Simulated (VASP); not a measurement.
# Pt (P6_3/mmc) in VASP: single point with LDA

Aim: the single point of Pt with LDA.

All numbers are computed with VASP 6.6.1; they aren't measurements. Logs are shortened: lines on timing, memory, paths and dates and some standing lists are left out, and cuts for length are marked.

## 1. The cell of the first run

The structure is hexagonal, space group P6_3/mmc (No. 194). The conventional cell has a = 2.761 Å, b = 2.761 Å, c = 4.792 Å, α = 90.00°, β = 90.00°, γ = 120.00°. Within 3.6 Å of Pt (site symmetry -6m2) lie 12 Pt at 2.76 to 2.88 Å.

## 2. Single point, LDA

File INCAR:

```
PREC = Accurate ; ENCUT = 500
EDIFF = 1E-6 ; ISMEAR = -1
SIGMA = 0.1 ; LREAL = F
LASPH = T ; NELM = 120
ALGO = Normal ; ISIF = 2
LWAVE = F ; LCHARG = T
LELF = T ; LVHAR = T
ISYM = 0 ; NBANDS = 17
GGA_COMPAT = F
```

File KPOINTS:

```
Automatic mesh
0
Gamma
  12 12 6
  0.5 0.5 0.5
```

File POSCAR:

```
Pt
1.0
    2.7606700000      0.0000000000      0.0000000000
   -1.3803300000      2.3908100000      0.0000000000
    0.0000000000      0.0000000000      4.7921300000
Pt
2
Direct
    0.6666666667      0.3333333333      0.7500000000
    0.3333333333      0.6666666667      0.2500000000
```

Potentials or basis: VASP PAW LDA potentials, release 64 (Pt).

On the command line:

```bash
> cat potpaw_LDA.64/Pt/POTCAR > POTCAR
> mpirun -np 1 vasp_std > vasp.out
```

OUTCAR:

```text
PREC = Accurate
   ENCUT = 500
   EDIFF = 1E-6
   ISMEAR = -1
   LREAL = F
   LASPH = T
   NELM = 120
   ISIF = 2
   ISYM = 0

 ion  position               nearest neighbor table
   1  0.667  0.333  0.750-   2 2.88   2 2.88   2 2.88   2 2.88   2 2.88   2 2.88
   2  0.333  0.667  0.250-   1 2.88   1 2.88   1 2.88   1 2.88   1 2.88   1 2.88

IMPORTANT INFORMATION: All symmetrisations will be switched off!
NOSYMM: (Re-)initialisation of all symmetry stuff for point group C_1.

----------------------------------------------------------------------------------------

                                     Primitive cell

  volume of cell :      31.6292

  direct lattice vectors                    reciprocal lattice vectors
     2.760670000  0.000000000  0.000000000     0.362230908  0.209133385  0.000000000
    -1.380330000  2.390810000  0.000000000     0.000000000  0.418268286  0.000000000
     0.000000000  0.000000000  4.792130000     0.000000000  0.000000000  0.208675474

  length of vectors
     2.760670000  2.760667196  4.792130000     0.418267861  0.418268286  0.208675474

  position of ions in fractional coordinates (direct lattice)
     0.666666667  0.333333333  0.750000000
     0.333333333  0.666666667  0.250000000

  ion indices of the primitive-cell ions
   primitive index   ion index
                 1           1
                 2           2

----------------------------------------------------------------------------------------

 KPOINTS: Automatic mesh

Automatic generation of k-mesh.
 Grid dimensions read from file:
 generate k-points for:   12   12    6

 Generating k-lattice:

  Cartesian coordinates                     Fractional coordinates (reciprocal lattice)
     0.030185909  0.017427782  0.000000000     0.083333333  0.000000000  0.000000000
     0.000000000  0.034855690  0.000000000     0.000000000  0.083333333  0.000000000
     0.000000000  0.000000000  0.034779246     0.000000000  0.000000000  0.166666667

  Length of vectors
     0.034855655  0.034855690  0.034779246

  Shift w.r.t. Gamma in fractional coordinates (k-lattice)
     0.500000000  0.500000000  0.500000000

 Subroutine IBZKPT returns following result:
 ===========================================

 Found   1296 irreducible k-points:
[... 39 lines left out ...]
   ICHARG =      2    charge: 1-file 2-atom 10-const
   ISPIN  =      1    spin polarized calculation?
   LNONCOLLINEAR =      F non collinear calculations
   LSORBIT =      F    spin-orbit coupling
   LASPH  =      T    aspherical Exc in radial PAW
   ENCUT  =  500.0 eV  36.75 Ry    6.06 a.u.   5.03  5.03  8.74*2*pi/ulx,y,z
   NELM   =    120;   NELMIN=  2; NELMDL= -5     # of ELM steps
   EDIFF  = 0.1E-05   stopping-criterion for ELM
   LREAL  =      F    real-space projection
   EDIFFG = 0.1E-04   stopping-criterion for IOM
   NSW    =      0    number of steps for IOM
   IBRION =     -1    ionic relax: 0-MD 1-quasi-New 2-CG
   NFREE  =      0    steps in history (QN), initial steepest desc. (CG)
   ISIF   =      2    stress and relaxation
   ISYM   =      0    0-nonsym 1-usesym 2-fastsym
   POTIM  = 0.5000    time-step for ionic-motion
   TEBEG  =    0.0;   TEEND  =   0.0 temperature during run
   PSTRESS=    0.0 pullay stress
   NELECT =      20.0000    total number of electrons
   NUPDOWN=      -1.0000    fix difference up-down
   EMIN   =  10.00;   EMAX   =-10.00  energy-range for DOS
   EFERMI =   0.00;   METHOD = LEGACY
   ISMEAR =    -1;   SIGMA  =   0.10  broadening in eV -4-tet -1-fermi 0-gaus
   EFERMI_NEDOS =   21; number of points for ismear=-14 and -15
   IALGO  =     38    algorithm
   IMIX   =      4    mixing-type and parameters
     AMIX     =   0.40;   BMIX     =  1.00
     AMIX_MAG =   1.60;   BMIX_MAG =  1.00
  volume/ion in A,a.u.               =      15.81       106.72
  Fermi-wavevector in a.u.,A,eV,Ry     =   1.405148  2.655345 26.863905  1.974441
  Thomas-Fermi vector in A             =   2.527638
   LORBIT       =      0    0 simple, 1 ext, 2 COOP (PROOUT), +10 PAW based schemes
   GGA     = CA    functional components
   LHFCALC =     F    Hartree Fock is set to
   AEXX    =    0.0000 exact exchange contribution
   IVDW    =     0    specifies the selected vdW correction
   LEPSILON=     F    determine dielectric tensor
   LRPA    =     F    only Hartree local field effects (RPA)
 non-spin polarized calculation
  energy-cutoff  :      500.00
  volume of cell :       31.63
 maximum number of plane-waves:       824
   NGX = 11   NGY = 11   NGZ = 17

 number of electron      19.9999999 magnetization

 Free energy of the ion-electron system (eV)
  ---------------------------------------------------
  ext. energy  EPLUGINS =         0.00000000
  ---------------------------------------------------
  free energy    TOTEN  =       -14.85151317 eV

  energy without entropy =      -14.73783407  energy(sigma->0) =      -14.79467362

 E-fermi :  10.2188     XC(G=0): -13.4088

 val. band max:       10.2145905624   @ k =   0.3750  -0.0417   0.2500
 cond. band min:      10.2203598277   @ k =   0.0417  -0.4583  -0.2500
 fundamental gap:      0.0057692653
 Fermi energy:        10.2188154323

 k-point     1 :       0.0417    0.0417    0.0833
  band No.  band energies     occupation
      1       0.7555      2.00000
      2       3.3101      2.00000
      3       6.2326      2.00000
      4       6.7491      2.00000
      5       6.9224      2.00000
      6       7.0291      2.00000
[... 457 lines left out ...]
      4       6.0503      2.00000
      5       6.4110      2.00000
      6       7.3843      2.00000
[... 9 lines left out ...]
     16      26.6780      0.00000
     17      28.0669      0.00000

 [... further k-points ...]

------------------------ aborting loop because EDIFF is reached ----------------------------------------

  FORCE on cell =-STRESS in cart. coord.  units (eV):
  Direction    XX          YY          ZZ          XY          YZ          ZX
  --------------------------------------------------------------------------------------
  -------------------------------------------------------------------------------------
  Total       -2.8809894     -2.8809807     -3.1008772     -0.0000384     -0.0000008     -0.0000012
  in kB     -145.9365571   -145.9361133   -157.0749767     -0.0019436     -0.0000408     -0.0000616
  external PRESSURE =    -149.6492157 kB  Pullay stress =       0.0000000 kB

 VOLUME and BASIS-vectors are now :
 -----------------------------------------------------------------------------
  energy-cutoff  :      500.00
  volume of cell :       31.63
      direct lattice vectors                 reciprocal lattice vectors
     2.760670000  0.000000000  0.000000000     0.362230908  0.209133385  0.000000000
    -1.380330000  2.390810000  0.000000000     0.000000000  0.418268286  0.000000000
     0.000000000  0.000000000  4.792130000     0.000000000  0.000000000  0.208675474

 POSITION                                       TOTAL-FORCE (eV/Angst)
 -----------------------------------------------------------------------------------
      1.38034      0.79694      3.59410         0.000001     -0.000000     -0.000002
      0.00000      1.59387      1.19803        -0.000001      0.000000      0.000002
 -----------------------------------------------------------------------------------
    total drift:                               -0.000000      0.000000     -0.000000

  FREE ENERGIE OF THE ION-ELECTRON SYSTEM (eV)
  ---------------------------------------------------
  free  energy   TOTEN  =       -14.8515131692 eV

  energy  without entropy=      -14.7378340653  energy(sigma->0) =      -14.79467362
```

stdout:

```text
POSCAR found type information on POSCAR Pt
 POSCAR found :  1 types and       2 ions
 scaLAPACK will be used
 LDA part: xc-table for (Slater(with rela. corr.)+CA(PZ))
 , standard interpolation
 POSCAR, INCAR and KPOINTS ok, starting setup
 FFT: planning ... GRIDC
 FFT: planning ... GRID_SOFT
 FFT: planning ... GRID
 WAVECAR not read
 entering main loop
```

It took 3.9 min on 1 thread of Intel Xeon 6975P-C, shared host; peak memory 0.6 GiB.

What came out:

* Free energy: -14.8515 eV
* Pressure: -15.0 GPa
* Band gap on the k mesh: zero (band 10 reaches 10.62 eV, above the bottom of band 11 at 9.50 eV)

Caveat: spin-orbit coupling is left out, which moves the levels of the heavy elements.
